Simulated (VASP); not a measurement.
A run of VASP 6.6.1:

The input INCAR:

```
SYSTEM = SnSe
  PREC = Accurate
  ENCUT = 520
  EDIFF = 1E-6
  ISMEAR = -1
  SIGMA = 0.05
  LREAL = .FALSE.
  LASPH = .TRUE.
  NELM = 80
  ALGO = Normal
  ISIF = 2
  LWAVE = .FALSE.
  LCHARG = .TRUE.
  GGA = PE
  ALDAC = 0.0
  AGGAC = 0.0
  LELF = .TRUE.
  LVHAR = .TRUE.
  NBANDS = 17
```

File KPOINTS:

```
Automatic mesh
0
G
  8 8 8
  0 0 0
```

POSCAR

```
SnSe
1.0
    0.0000000000      2.9485541872      2.9485541872
    2.9485541872      0.0000000000      2.9485541872
    2.9485541872      2.9485541872      0.0000000000
Sn Se
1 1
Direct
    0.0000000000      0.0000000000      0.0000000000
    0.5000000000      0.5000000000      0.5000000000
```

Potentials or basis: VASP PAW PBE potentials, release 64 (Sn_d, Se).

The run is started by

```bash
$ cat potpaw_PBE.64/Sn_d/POTCAR potpaw_PBE.64/Se/POTCAR > POTCAR
$ mpirun -np 1 vasp_std > vasp.out
```

Hardware: 1 thread of Intel Xeon 6975P-C (shared host).

Problem. How long does it take, and how much memory?

Solution. Run time: 17 s on 1 thread of Intel Xeon 6975P-C (shared host), peak memory 0.18 GiB. Counts: scf iterations 12, k points 29.
